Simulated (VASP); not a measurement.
# ZrC in VASP: a series of runs

The runs below take ZrC through electric field gradients, with PBE.

All numbers are computed with VASP 6.6.1; they aren't measurements. Logs are shortened: lines on timing, memory, paths and dates and some standing lists are left out, and cuts for length are marked.

### 1 The cell of the first run

It takes space group Fm-3m (No. 225, cubic). The conventional cell has a = 4.716 Å, b = 4.716 Å, c = 4.716 Å, α = 90.00°, β = 90.00°, γ = 90.00°. Zr (site symmetry m-3m) has 6 C at 2.36 Å within 3.1 Å. Within 3.1 Å of C (site symmetry m-3m) lie 6 Zr at 2.36 Å.

### 2 Electric field gradients, PBE (volume scaled by 1.01)

Contents of INCAR:

```
SYSTEM = ZrC
PREC = Accurate
ENCUT = 520
EDIFF = 1E-8
ISMEAR = -1
SIGMA = 0.05
LREAL = .FALSE.
LASPH = .TRUE.
NELM = 100
ALGO = Normal
ISIF = 2
LWAVE = .FALSE.
LCHARG = .FALSE.
GGA = PE
LEFG = .TRUE.
NBANDS = 15
```

Contents of KPOINTS:

```
Automatic mesh
0
G
  15 15 15
  0 0 0
```

Contents of POSCAR:

```
ZrC
1.0
    0.0000000000      2.3580180640      2.3580180640
    2.3580180640      0.0000000000      2.3580180640
    2.3580180640      2.3580180640      0.0000000000
Zr C
1 1
Direct
    0.5000000000      0.5000000000      0.5000000000
    0.0000000000      0.0000000000      0.0000000000
```

Potentials or basis: VASP PAW PBE potentials, release 64 (Zr_sv, C).

On the command line:

```console
cat potpaw_PBE.64/Zr_sv/POTCAR potpaw_PBE.64/C/POTCAR > POTCAR
mpirun -np 1 vasp_std > vasp.out
```

OUTCAR:

```text
SYSTEM = ZrC
   PREC = Accurate
   ENCUT = 520
   EDIFF = 1E-8
   ISMEAR = -1
   LREAL = .FALSE.
   LASPH = .TRUE.
   NELM = 100
   ISIF = 2
   GGA = PE

 ion  position               nearest neighbor table
   1  0.500  0.500  0.500-   2 2.36   2 2.36   2 2.36   2 2.36   2 2.36   2 2.36
   2  0.000  0.000  0.000-   1 2.36   1 2.36   1 2.36   1 2.36   1 2.36   1 2.36

  LATTYP: Found a face centered cubic cell.
 ALAT       =     4.7160361280

  Lattice vectors:

 A1 = (   0.0000000000,   2.3580180640,   2.3580180640)
 A2 = (   2.3580180640,   0.0000000000,   2.3580180640)
 A3 = (   2.3580180640,   2.3580180640,   0.0000000000)

Analysis of symmetry for initial positions (statically):
=====================================================================
 Subroutine PRICEL returns:
 Original cell was already a primitive cell.

 Routine SETGRP: Setting up the symmetry group for a
 face centered cubic supercell.

 Subroutine GETGRP returns: Found 48 space group operations
 (whereof 48 operations were pure point group operations)
 out of a pool of 48 trial point group operations.

The static configuration has the point symmetry O_h .

Analysis of symmetry for dynamics (positions and initial velocities):
=====================================================================
 Subroutine PRICEL returns:
 Original cell was already a primitive cell.

 Routine SETGRP: Setting up the symmetry group for a
 face centered cubic supercell.

 Subroutine GETGRP returns: Found 48 space group operations
 (whereof 48 operations were pure point group operations)
 out of a pool of 48 trial point group operations.

The dynamic configuration has the point symmetry O_h .

 Subroutine INISYM returns: Found 48 space group operations
 (whereof 48 operations are pure point group operations),
 and found     1 'primitive' translations

----------------------------------------------------------------------------------------

                                     Primitive cell

  volume of cell :      26.2223

  direct lattice vectors                    reciprocal lattice vectors
     0.000000000  2.358018064  2.358018064    -0.212042481  0.212042481  0.212042481
     2.358018064  0.000000000  2.358018064     0.212042481 -0.212042481  0.212042481
     2.358018064  2.358018064  0.000000000     0.212042481  0.212042481 -0.212042481

  length of vectors
     3.334741126  3.334741126  3.334741126     0.367268350  0.367268350  0.367268350

  position of ions in fractional coordinates (direct lattice)
     0.500000000  0.500000000  0.500000000
     0.000000000  0.000000000  0.000000000

  ion indices of the primitive-cell ions
   primitive index   ion index
                 1           1
                 2           2

----------------------------------------------------------------------------------------

 KPOINTS: Automatic mesh

Automatic generation of k-mesh.
 Grid dimensions read from file:
 generate k-points for:   15   15   15

 Generating k-lattice:

  Cartesian coordinates                     Fractional coordinates (reciprocal lattice)
    -0.014136165  0.014136165  0.014136165     0.066666667  0.000000000  0.000000000
     0.014136165 -0.014136165  0.014136165     0.000000000  0.066666667  0.000000000
     0.014136165  0.014136165 -0.014136165     0.000000000  0.000000000  0.066666667

  Length of vectors
     0.024484557  0.024484557  0.024484557

  Shift w.r.t. Gamma in fractional coordinates (k-lattice)
     0.000000000  0.000000000  0.000000000

 Subroutine IBZKPT returns following result:
 ===========================================

 Found    120 irreducible k-points:

 Following reciprocal coordinates:
            Coordinates               Weight
  0.000000  0.000000  0.000000      1.000000
  0.066667  0.000000  0.000000      8.000000
  0.133333  0.000000  0.000000      8.000000
  0.200000  0.000000  0.000000      8.000000
  0.266667  0.000000  0.000000      8.000000
  0.333333  0.000000  0.000000      8.000000
[... 16 lines left out ...]
  0.133333  0.133333  0.000000      6.000000
  0.200000  0.133333  0.000000     24.000000
 [... further k-points ...]
   k-points           NKPTS =    120   k-points in BZ     NKDIM =    120   number of bands    NBANDS=     15
   number of dos      NEDOS =    301   number of ions     NIONS =      2
   total plane-waves  NPLWV =  21952
   dimension x,y,z NGX =    28 NGY =   28 NGZ =   28
   dimension x,y,z NGXF=    56 NGYF=   56 NGZF=   56
   ions per type =               1   1
   NGX,Y,Z   is equivalent  to a cutoff of  13.96, 13.96, 13.96 a.u.
   NGXF,Y,Z  is equivalent  to a cutoff of  27.92, 27.92, 27.92 a.u.
 SYSTEM =  ZrC
   PREC   = accura    normal or accurate (medium, high low for compatibility)
   ISTART =      0    job   : 0-new  1-cont  2-samecut
   ICHARG =      2    charge: 1-file 2-atom 10-const
   ISPIN  =      1    spin polarized calculation?
   LNONCOLLINEAR =      F non collinear calculations
   LSORBIT =      F    spin-orbit coupling
   LASPH  =      T    aspherical Exc in radial PAW
   ENCUT  =  520.0 eV  38.22 Ry    6.18 a.u.   6.20  6.20  6.20*2*pi/ulx,y,z
   NELM   =    100;   NELMIN=  2; NELMDL= -5     # of ELM steps
   EDIFF  = 0.1E-07   stopping-criterion for ELM
   LREAL  =      F    real-space projection
   EDIFFG = 0.1E-06   stopping-criterion for IOM
   NSW    =      0    number of steps for IOM
   IBRION =     -1    ionic relax: 0-MD 1-quasi-New 2-CG
   NFREE  =      0    steps in history (QN), initial steepest desc. (CG)
   ISIF   =      2    stress and relaxation
   ISYM   =      2    0-nonsym 1-usesym 2-fastsym
   POTIM  = 0.5000    time-step for ionic-motion
   TEBEG  =    0.0;   TEEND  =   0.0 temperature during run
   PSTRESS=    0.0 pullay stress
   NELECT =      16.0000    total number of electrons
   NUPDOWN=      -1.0000    fix difference up-down
   EMIN   =  10.00;   EMAX   =-10.00  energy-range for DOS
   EFERMI =   0.00;   METHOD = LEGACY
   ISMEAR =    -1;   SIGMA  =   0.05  broadening in eV -4-tet -1-fermi 0-gaus
   EFERMI_NEDOS =   21; number of points for ismear=-14 and -15
   IALGO  =     38    algorithm
   IMIX   =      4    mixing-type and parameters
     AMIX     =   0.40;   BMIX     =  1.00
     AMIX_MAG =   1.60;   BMIX_MAG =  1.00
  volume/ion in A,a.u.               =      13.11        88.48
  Fermi-wavevector in a.u.,A,eV,Ry     =   1.388538  2.623956 26.232538  1.928037
  Thomas-Fermi vector in A             =   2.512654
   LORBIT       =      0    0 simple, 1 ext, 2 COOP (PROOUT), +10 PAW based schemes
   GGA     = PE    functional components
   LHFCALC =     F    Hartree Fock is set to
   AEXX    =    0.0000 exact exchange contribution
   IVDW    =     0    specifies the selected vdW correction
   LEPSILON=     F    determine dielectric tensor
   LRPA    =     F    only Hartree local field effects (RPA)
 non-spin polarized calculation
  energy-cutoff  :      520.00
  volume of cell :       26.22
 maximum number of plane-waves:       725
 NGX is ok and might be reduce to    28
   NGX = 13   NGY = 13   NGZ = 13

 number of electron      16.0000000 magnetization

 Free energy of the ion-electron system (eV)
  ---------------------------------------------------
  ext. energy  EPLUGINS =         0.00000000
  ---------------------------------------------------
  free energy    TOTEN  =       -19.46279384 eV

  energy without entropy =      -19.46019390  energy(sigma->0) =      -19.46149387

 E-fermi :   9.4887     XC(G=0): -12.0842

 val. band max:        9.4854699211   @ k =   0.3333   0.2667   0.0000
 cond. band min:       9.5036502884   @ k =   0.4000   0.3333   0.0000
 fundamental gap:      0.0181803673
 Fermi energy:         9.4886963286

 k-point     1 :       0.0000    0.0000    0.0000
  band No.  band energies     occupation
      1     -38.6449      2.00000
      2     -16.3617      2.00000
      3     -16.3617      2.00000
      4     -16.3617      2.00000
      5      -1.7729      2.00000
      6      10.4305      0.00000
      7      10.4305      0.00000
      8      10.4305      0.00000
      9      10.5892      0.00000
     10      10.5892      0.00000
     11      10.5892      0.00000
     12      12.2822      0.00000
     13      12.2822      0.00000
     14      16.6937      0.00000
[... 401 lines left out ...]
      2     -16.5948      2.00000
      3     -16.4297      2.00000
      4     -16.4208      2.00000
      5      -1.0044      2.00000
      6       7.1835      2.00000
      7       8.8144      2.00000
      8       9.0605      1.99962
      9      10.0731      0.00002
     10      12.4140      0.00000
     11      12.8155      0.00000
     12      13.4302      0.00000
     13      15.2982      0.00000
     14      18.7785      0.00000
     15      22.0706      0.00000

 [... further k-points ...]

------------------------ aborting loop because EDIFF is reached ----------------------------------------

  FORCE on cell =-STRESS in cart. coord.  units (eV):
  Direction    XX          YY          ZZ          XY          YZ          ZX
  --------------------------------------------------------------------------------------
  -------------------------------------------------------------------------------------
  Total       -0.1307018     -0.1307018     -0.1307018      0.0000000      0.0000000     -0.0000000
  in kB       -7.9858439     -7.9858439     -7.9858439      0.0000000      0.0000000     -0.0000000
  external PRESSURE =      -7.9858439 kB  Pullay stress =       0.0000000 kB

 VOLUME and BASIS-vectors are now :
 -----------------------------------------------------------------------------
  energy-cutoff  :      520.00
  volume of cell :       26.22
      direct lattice vectors                 reciprocal lattice vectors
     0.000000000  2.358018064  2.358018064    -0.212042481  0.212042481  0.212042481
     2.358018064  0.000000000  2.358018064     0.212042481 -0.212042481  0.212042481
     2.358018064  2.358018064  0.000000000     0.212042481  0.212042481 -0.212042481

 POSITION                                       TOTAL-FORCE (eV/Angst)
 -----------------------------------------------------------------------------------
      2.35802      2.35802      2.35802        -0.000000      0.000000     -0.000000
      0.00000      0.00000      0.00000         0.000000     -0.000000      0.000000
 -----------------------------------------------------------------------------------
    total drift:                                0.000000      0.000000      0.000000

  FREE ENERGIE OF THE ION-ELECTRON SYSTEM (eV)
  ---------------------------------------------------
  free  energy   TOTEN  =       -19.4627938392 eV

  energy  without entropy=      -19.4601938986  energy(sigma->0) =      -19.46149387

 Electric field gradients (V/A^2)
---------------------------------------------------------------------
 ion       V_xx      V_yy      V_zz      V_xy      V_xz      V_yz
---------------------------------------------------------------------
   1       0.000    -0.000     0.000    -0.000    -0.000    -0.000
   2       0.000    -0.000    -0.000    -0.000    -0.000    -0.000
---------------------------------------------------------------------

 Electric field gradients after diagonalization (V/A^2)
 (convention: |V_zz| > |V_xx| > |V_yy|)
----------------------------------------------------------------------
 ion       V_xx      V_yy      V_zz     asymmetry (V_yy - V_xx)/ V_zz
----------------------------------------------------------------------
   1       0.000     0.000    -0.000       0.000
   2       0.000     0.000    -0.000       0.000
----------------------------------------------------------------------

           NMR quadrupolar parameters

 Cq : quadrupolar parameter    Cq=e*Q*V_zz/h
 eta: asymmetry parameters     (V_yy - V_xx)/ V_zz
 Q  : nuclear electric quadrupole moment in mb (millibarn)
----------------------------------------------------------------------
 ion       Cq(MHz)       eta       Q (mb)
----------------------------------------------------------------------
   1      -0.000       0.000       1.000
   2      -0.000       0.000       1.000
----------------------------------------------------------------------
```

It took 29 s on 1 thread of Intel Xeon 6975P-C (Granite Rapids), shared host; peak memory 0.19 GiB.

What came out:

| Quantity | Value |
| --- | --- |
| Free energy | -19.4628 eV |
| Pressure | -0.8 GPa |
| Band gap on the k mesh | zero (band 8 reaches 10.43 eV, above the bottom of band 9 at 9.13 eV) |

Caveat: without QUAD_EFG the Cq values of the log hold for a quadrupole moment of 1 mb, not for the nuclei.

### 3 Electric field gradients, PBE (volume scaled by 1.02)

Contents of INCAR:

```
PREC = Accurate ; ENCUT = 520
EDIFF = 1E-8 ; ISMEAR = -1
SIGMA = 0.05 ; LREAL = F
LASPH = T ; NELM = 80
ALGO = Normal ; ISIF = 2
LWAVE = F ; LCHARG = F
GGA = PE ; LEFG = T
NBANDS = 15
```

Contents of KPOINTS:

```
Automatic mesh
0
Gamma
  15 15 15
```

Contents of POSCAR:

```
ZrC
1.0
    0.0000000000      2.3657747582      2.3657747582
    2.3657747582      0.0000000000      2.3657747582
    2.3657747582      2.3657747582      0.0000000000
Zr C
1 1
Direct
    0.5000000000      0.5000000000      0.5000000000
    0.0000000000      0.0000000000      0.0000000000
```

Potentials or basis: VASP PAW PBE potentials, release 64 (Zr_sv, C).

On the command line:

```console
cat potpaw_PBE.64/Zr_sv/POTCAR potpaw_PBE.64/C/POTCAR > POTCAR
mpirun -np 1 vasp_std > vasp.out
```

OUTCAR:

```text
PREC = Accurate
   ENCUT = 520
   EDIFF = 1E-8
   ISMEAR = -1
   LREAL = F
   LASPH = T
   NELM = 80
   ISIF = 2
   GGA = PE

 ion  position               nearest neighbor table
   1  0.500  0.500  0.500-   2 2.37   2 2.37   2 2.37   2 2.37   2 2.37   2 2.37
   2  0.000  0.000  0.000-   1 2.37   1 2.37   1 2.37   1 2.37   1 2.37   1 2.37

  LATTYP: Found a face centered cubic cell.
 ALAT       =     4.7315495164

  Lattice vectors:

 A1 = (   0.0000000000,   2.3657747582,   2.3657747582)
 A2 = (   2.3657747582,   0.0000000000,   2.3657747582)
[... 644 lines left out ...]
  ---------------------------------------------------
  free  energy   TOTEN  =       -19.4599292671 eV

  energy  without entropy=      -19.4572745598  energy(sigma->0) =      -19.45860191

 Electric field gradients (V/A^2)
---------------------------------------------------------------------
 ion       V_xx      V_yy      V_zz      V_xy      V_xz      V_yz
---------------------------------------------------------------------
   1      -0.000    -0.000    -0.000    -0.000    -0.000    -0.000
   2      -0.000     0.000    -0.000    -0.000    -0.000    -0.000
---------------------------------------------------------------------

 Electric field gradients after diagonalization (V/A^2)
 (convention: |V_zz| > |V_xx| > |V_yy|)
----------------------------------------------------------------------
 ion       V_xx      V_yy      V_zz     asymmetry (V_yy - V_xx)/ V_zz
----------------------------------------------------------------------
   1       0.000     0.000    -0.000       0.000
   2       0.000     0.000    -0.000       0.000
----------------------------------------------------------------------

           NMR quadrupolar parameters

 Cq : quadrupolar parameter    Cq=e*Q*V_zz/h
 eta: asymmetry parameters     (V_yy - V_xx)/ V_zz
 Q  : nuclear electric quadrupole moment in mb (millibarn)
----------------------------------------------------------------------
 ion       Cq(MHz)       eta       Q (mb)
----------------------------------------------------------------------
   1      -0.000       0.000       1.000
   2      -0.000       0.000       1.000
----------------------------------------------------------------------
```

stdout:

```text
POSCAR found type information on POSCAR ZrC
 POSCAR found :  2 types and       2 ions
 scaLAPACK will be used
 LDA part: xc-table for (Slater+PW92), standard interpolation
 POSCAR, INCAR and KPOINTS ok, starting setup
 FFT: planning ... GRIDC
 FFT: planning ... GRID_SOFT
 FFT: planning ... GRID
 WAVECAR not read
 entering main loop
ion   1

ion   2
```

It took 27 s on 1 thread of Intel Xeon 6975P-C (Granite Rapids), shared host; peak memory 0.19 GiB.

Results:

```
Free energy            : -19.4599 eV
Pressure               : -2.9 GPa
Band gap on the k mesh : zero (band 8 reaches 10.32 eV, above the bottom of band 9 at 9.02 eV)
```

Caveat: without QUAD_EFG the Cq values of the log hold for a quadrupole moment of 1 mb, not for the nuclei.

(Part 1 of 3 ends here.)
